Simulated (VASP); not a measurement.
# Cs2Ge3 (Immm) in VASP: single point with PBE

Aim: the single point of Cs2Ge3 with PBE.

Program: VASP 6.6.1. These are calculated values, not measurements. Logs are shortened: lines on timing, memory, paths and dates and some standing lists are left out, and cuts for length are marked.

### 1 The cell of the first run

The structure is orthorhombic, space group Immm (No. 71). Conventional cell: a = 4.772 Å, b = 7.911 Å, c = 9.885 Å, α = 90.00°, β = 90.00°, γ = 90.00°. Within 4.7 Å of Cs (site symmetry mm2) lie 10 Ge at 3.60 to 4.54 Å and 5 Cs at 4.44 to 4.65 Å. Ge (site symmetry mmm) has 4 Ge at 3.35 Å and 4 Cs at 3.62 Å within 4.4 Å. Within 4.2 Å of Ge (site symmetry m2m) lie 3 Ge at 3.22 to 3.35 Å and 6 Cs at 3.60 to 3.63 Å.

### 2 Single point, PBE

File INCAR:

```
SYSTEM = Cs2Ge3
ALGO     = Normal         ! electronic algorithm
EDIFF    = 1E-7           ! SCF threshold, eV
ENCUT    = 520            ! plane-wave cutoff, eV
GGA      = PE             ! functional
ISIF     = 2              ! what is computed and relaxed
ISMEAR   = 0              ! smearing method
LASPH    = .TRUE.         ! aspherical terms in the spheres
LCHARG   = .FALSE.        ! write CHGCAR
LREAL    = .FALSE.        ! projectors in reciprocal space
LWAVE    = .FALSE.        ! write WAVECAR
NBANDS   = 38             ! bands
NELM     = 60             ! most SCF steps
PREC     = Accurate       ! precision mode
SIGMA    = 0.1            ! smearing width, eV
```

File KPOINTS:

```
k-points
0
G
  4 4 4
  0 0 0
```

File POSCAR:

```
Cs2Ge3
1.0
   -2.3857816800      3.9555075700      4.9422804800
    2.3857816800     -3.9555075700      4.9422804800
    2.3857816800      3.9555075700     -4.9422804800
Cs Ge
2 3
Direct
    0.7245000000      0.2245000000      0.5000000000
    0.2755000000      0.7755000000      0.5000000000
    0.0000000000      0.0000000000      0.0000000000
    0.7031999900      0.5000000000      0.2031999900
    0.2968000100      0.5000000000      0.7968000100
```

Potentials or basis: VASP PAW PBE potentials, release 64 (Cs_sv, Ge_d).

Run with:

```console
> cat potpaw_PBE.64/Cs_sv/POTCAR potpaw_PBE.64/Ge_d/POTCAR > POTCAR
> mpirun -np 1 vasp_std > vasp.out
```

OUTCAR:

```text
SYSTEM = Cs2Ge3
   EDIFF = 1E-7
   ENCUT = 520
   GGA = PE
   ISIF = 2
   ISMEAR = 0
   LASPH = .TRUE.
   LREAL = .FALSE.
   NELM = 60
   PREC = Accurate

 ion  position               nearest neighbor table
   1  0.724  0.224  0.500-
   2  0.276  0.776  0.500-
   3  0.000  0.000  0.000-
   4  0.703  0.500  0.203-
   5  0.297  0.500  0.797-

  LATTYP: Found a body centered orthorhombic cell.
 ALAT       =     4.7715633600
 B/A-ratio  =     1.6579503494
 C/A-ratio  =     2.0715560529

  Lattice vectors:

 A1 = (  -2.3857816800,   3.9555075700,   4.9422804800)
 A2 = (   2.3857816800,  -3.9555075700,   4.9422804800)
 A3 = (   2.3857816800,   3.9555075700,  -4.9422804800)

Analysis of symmetry for initial positions (statically):
=====================================================================
 Subroutine PRICEL returns:
 Original cell was already a primitive cell.

 Routine SETGRP: Setting up the symmetry group for a
 body centered orthorhombic supercell.

 Subroutine GETGRP returns: Found  8 space group operations
 (whereof  8 operations were pure point group operations)
 out of a pool of  8 trial point group operations.

The static configuration has the point symmetry D_2h.

Analysis of symmetry for dynamics (positions and initial velocities):
=====================================================================
 Subroutine PRICEL returns:
 Original cell was already a primitive cell.

 Routine SETGRP: Setting up the symmetry group for a
 body centered orthorhombic supercell.

 Subroutine GETGRP returns: Found  8 space group operations
 (whereof  8 operations were pure point group operations)
 out of a pool of  8 trial point group operations.

The dynamic configuration has the point symmetry D_2h.

 Subroutine INISYM returns: Found  8 space group operations
 (whereof  8 operations are pure point group operations),
 and found     1 'primitive' translations

----------------------------------------------------------------------------------------

                                     Primitive cell

  volume of cell :     186.5608

  direct lattice vectors                    reciprocal lattice vectors
    -2.385781680  3.955507570  4.942280480     0.000000000  0.126406028  0.101167872
     2.385781680 -3.955507570  4.942280480     0.209574918  0.000000000  0.101167872
     2.385781680  3.955507570 -4.942280480     0.209574918  0.126406028  0.000000000

  length of vectors
     6.764919120  6.764919120  6.764919120     0.161905597  0.232715673  0.244745031

  position of ions in fractional coordinates (direct lattice)
     0.724500000  0.224500000  0.500000000
     0.275500000  0.775500000  0.500000000
     0.000000000  0.000000000  0.000000000
     0.703199990  0.500000000  0.203199990
     0.296800010  0.500000000  0.796800010

  ion indices of the primitive-cell ions
   primitive index   ion index
                 1           1
                 2           2
                 3           3
                 4           4
                 5           5

----------------------------------------------------------------------------------------

 KPOINTS: k-points

Automatic generation of k-mesh.
 Grid dimensions read from file:
 generate k-points for:    4    4    4

 Generating k-lattice:

  Cartesian coordinates                     Fractional coordinates (reciprocal lattice)
     0.000000000  0.031601507  0.025291968     0.250000000  0.000000000  0.000000000
     0.052393730  0.000000000  0.025291968     0.000000000  0.250000000  0.000000000
     0.052393730  0.031601507  0.000000000     0.000000000  0.000000000  0.250000000

  Length of vectors
     0.040476399  0.058178918  0.061186258

  Shift w.r.t. Gamma in fractional coordinates (k-lattice)
     0.000000000  0.000000000  0.000000000

 Subroutine IBZKPT returns following result:
 ===========================================

 Found     18 irreducible k-points:

 Following reciprocal coordinates:
            Coordinates               Weight
  0.000000  0.000000  0.000000      1.000000
  0.250000 -0.000000  0.000000      4.000000
  0.500000 -0.000000  0.000000      2.000000
 -0.000000  0.250000  0.000000      4.000000
  0.250000  0.250000  0.000000      8.000000
  0.500000  0.250000  0.000000      8.000000
[... 10 lines left out ...]
 -0.250000 -0.250000  0.250000      2.000000
  0.500000  0.500000  0.500000      1.000000
   k-points           NKPTS =     18   k-points in BZ     NKDIM =     18   number of bands    NBANDS=     38
   number of dos      NEDOS =    301   number of ions     NIONS =      5
   total plane-waves  NPLWV = 125000
   dimension x,y,z NGX =    50 NGY =   50 NGZ =   50
   dimension x,y,z NGXF=   100 NGYF=  100 NGZF=  100
   ions per type =               2   3
   NGX,Y,Z   is equivalent  to a cutoff of  12.29, 12.29, 12.29 a.u.
   NGXF,Y,Z  is equivalent  to a cutoff of  24.57, 24.57, 24.57 a.u.
 SYSTEM =  Cs2Ge3
   PREC   = accura    normal or accurate (medium, high low for compatibility)
   ISTART =      0    job   : 0-new  1-cont  2-samecut
   ICHARG =      2    charge: 1-file 2-atom 10-const
   ISPIN  =      1    spin polarized calculation?
   LNONCOLLINEAR =      F non collinear calculations
   LSORBIT =      F    spin-orbit coupling
   LASPH  =      T    aspherical Exc in radial PAW
   ENCUT  =  520.0 eV  38.22 Ry    6.18 a.u.  12.58 12.58 12.58*2*pi/ulx,y,z
   NELM   =     60;   NELMIN=  2; NELMDL= -5     # of ELM steps
   EDIFF  = 0.1E-06   stopping-criterion for ELM
   LREAL  =      F    real-space projection
   EDIFFG = 0.1E-05   stopping-criterion for IOM
   NSW    =      0    number of steps for IOM
   IBRION =     -1    ionic relax: 0-MD 1-quasi-New 2-CG
   NFREE  =      0    steps in history (QN), initial steepest desc. (CG)
   ISIF   =      2    stress and relaxation
   ISYM   =      2    0-nonsym 1-usesym 2-fastsym
   POTIM  = 0.5000    time-step for ionic-motion
   TEBEG  =    0.0;   TEEND  =   0.0 temperature during run
   PSTRESS=    0.0 pullay stress
   NELECT =      60.0000    total number of electrons
   NUPDOWN=      -1.0000    fix difference up-down
   EMIN   =  10.00;   EMAX   =-10.00  energy-range for DOS
   EFERMI =   0.00;   METHOD = LEGACY
   ISMEAR =     0;   SIGMA  =   0.10  broadening in eV -4-tet -1-fermi 0-gaus
   EFERMI_NEDOS =   21; number of points for ismear=-14 and -15
   IALGO  =     38    algorithm
   IMIX   =      4    mixing-type and parameters
     AMIX     =   0.40;   BMIX     =  1.00
     AMIX_MAG =   1.60;   BMIX_MAG =  1.00
  volume/ion in A,a.u.               =      37.31       251.79
  Fermi-wavevector in a.u.,A,eV,Ry     =   1.121636  2.119584 17.117035  1.258067
  Thomas-Fermi vector in A             =   2.258290
   LORBIT       =      0    0 simple, 1 ext, 2 COOP (PROOUT), +10 PAW based schemes
   GGA     = PE    functional components
   LHFCALC =     F    Hartree Fock is set to
   AEXX    =    0.0000 exact exchange contribution
   IVDW    =     0    specifies the selected vdW correction
   LEPSILON=     F    determine dielectric tensor
   LRPA    =     F    only Hartree local field effects (RPA)
 non-spin polarized calculation
 Gauss-broadening in eV      SIGMA  =   0.10
  energy-cutoff  :      520.00
  volume of cell :      186.56
 maximum number of plane-waves:      5049
   NGX = 25   NGY = 25   NGZ = 25

 number of electron      60.0000010 magnetization

 Free energy of the ion-electron system (eV)
  ---------------------------------------------------
  ext. energy  EPLUGINS =         0.00000000
  ---------------------------------------------------
  free energy    TOTEN  =       -12.43608017 eV

  energy without entropy =      -12.39614664  energy(sigma->0) =      -12.41611340

 E-fermi :   2.3145     XC(G=0):  -8.5181

 val. band max:        2.3112203108   @ k =   0.5000  -0.2500   0.2500
 cond. band min:       2.3471951876   @ k =   0.5000   0.5000   0.5000
 fundamental gap:      0.0359748768
 Fermi energy:         2.3145184552

 k-point     1 :       0.0000    0.0000    0.0000
  band No.  band energies     occupation
      1     -22.1924      2.00000
      2     -22.1877      2.00000
      3     -22.1828      2.00000
      4     -22.1806      2.00000
      5     -22.1802      2.00000
      6     -22.1794      2.00000
[... 30 lines left out ...]
     37       6.5375      0.00000
     38       7.4206      0.00000

 k-point     2 :       0.2500   -0.0000    0.0000
  band No.  band energies     occupation
      1     -22.1913      2.00000
      2     -22.1908      2.00000
      3     -22.1839      2.00000
      4     -22.1807      2.00000
      5     -22.1785      2.00000
      6     -22.1766      2.00000
[... 30 lines left out ...]
     37       6.4527      0.00000
     38       6.8702      0.00000

 k-point     3 :       0.5000   -0.0000    0.0000
  band No.  band energies     occupation
      1     -22.1926      2.00000
      2     -22.1889      2.00000
      3     -22.1873      2.00000
      4     -22.1807      2.00000
      5     -22.1755      2.00000
      6     -22.1753      2.00000
[... 30 lines left out ...]
     37       5.8464      0.00000
     38       6.7972      0.00000

 k-point     4 :      -0.0000    0.2500    0.0000
  band No.  band energies     occupation
      1     -22.1912      2.00000
      2     -22.1865      2.00000
      3     -22.1842      2.00000
      4     -22.1810      2.00000
      5     -22.1788      2.00000
      6     -22.1778      2.00000
[... 30 lines left out ...]
     37       6.9567      0.00000
     38       7.0104      0.00000
[... 457 lines left out ...]
      4     -22.1806      2.00000
      5     -22.1785      2.00000
      6     -22.1766      2.00000
[... 30 lines left out ...]
     37       6.1557      0.00000
     38       6.7081      0.00000

 k-point    17 :      -0.2500   -0.2500    0.2500
  band No.  band energies     occupation
      1     -22.1924      2.00000
      2     -22.1877      2.00000
      3     -22.1828      2.00000
      4     -22.1806      2.00000
      5     -22.1802      2.00000
      6     -22.1794      2.00000
[... 30 lines left out ...]
     37       5.9205      0.00000
     38       6.7309      0.00000

 k-point    18 :       0.5000    0.5000    0.5000
  band No.  band energies     occupation
      1     -22.1925      2.00000
      2     -22.1877      2.00000
      3     -22.1828      2.00000
      4     -22.1806      2.00000
      5     -22.1802      2.00000
      6     -22.1794      2.00000
[... 30 lines left out ...]
     37       6.3093      0.00000
     38       6.6585      0.00000

------------------------ aborting loop because EDIFF is reached ----------------------------------------

  FORCE on cell =-STRESS in cart. coord.  units (eV):
  Direction    XX          YY          ZZ          XY          YZ          ZX
  --------------------------------------------------------------------------------------
  -------------------------------------------------------------------------------------
  Total       -0.9333782     -7.1359695      6.2627258     -0.0000000      0.0000000      0.0000000
  in kB       -8.0158198    -61.2834591     53.7840719     -0.0000000      0.0000000      0.0000000
  external PRESSURE =      -5.1717357 kB  Pullay stress =       0.0000000 kB

 VOLUME and BASIS-vectors are now :
 -----------------------------------------------------------------------------
  energy-cutoff  :      520.00
  volume of cell :      186.56
      direct lattice vectors                 reciprocal lattice vectors
    -2.385781680  3.955507570  4.942280480     0.000000000  0.126406028  0.101167872
     2.385781680 -3.955507570  4.942280480     0.209574918  0.000000000  0.101167872
     2.385781680  3.955507570 -4.942280480     0.209574918  0.126406028  0.000000000

 POSITION                                       TOTAL-FORCE (eV/Angst)
 -----------------------------------------------------------------------------------
      0.00000      3.95551      2.21908        -0.000000      0.000000     -0.139780
      2.38578     -0.00000      2.72320         0.000000     -0.000000      0.139780
      0.00000      0.00000      0.00000         0.000000      0.000000     -0.000000
      0.00000      1.60752      4.94228         0.000000      0.164615      0.000000
      2.38578      2.34799      0.00000        -0.000000     -0.164615     -0.000000
 -----------------------------------------------------------------------------------
    total drift:                                0.000000      0.000000     -0.000000

  FREE ENERGIE OF THE ION-ELECTRON SYSTEM (eV)
  ---------------------------------------------------
  free  energy   TOTEN  =       -12.4360801699 eV

  energy  without entropy=      -12.3961466369  energy(sigma->0) =      -12.41611340
```

Run time: 3.9 min. Hardware: 1 thread of AMD EPYC 7R13 (Zen 3), shared host; peak memory 0.36 GiB.

What came out:

```yaml
Free_energy: -12.4361 eV
Pressure: -0.5 GPa
Largest_force: 0.165 eV/Å
Band_gap_on_the_k_mesh: zero (band 30 reaches 2.59 eV, above the bottom of band 31 at 2.17 eV)
```

Forces on the atoms (eV/Å):
```
Cs   0.000  0.000 -0.140
Cs   0.000  0.000  0.140
Ge   0.000  0.000  0.000
Ge   0.000  0.165  0.000
Ge   0.000 -0.165  0.000
```

Stress tensor (GPa, compression positive):
```
-0.80  0.00  0.00
 0.00 -6.13  0.00
 0.00  0.00  5.38
```

Caveat: the k points lie up to 0.38 Å⁻¹ apart; spin-orbit coupling is left out, which moves the levels of the heavy elements.
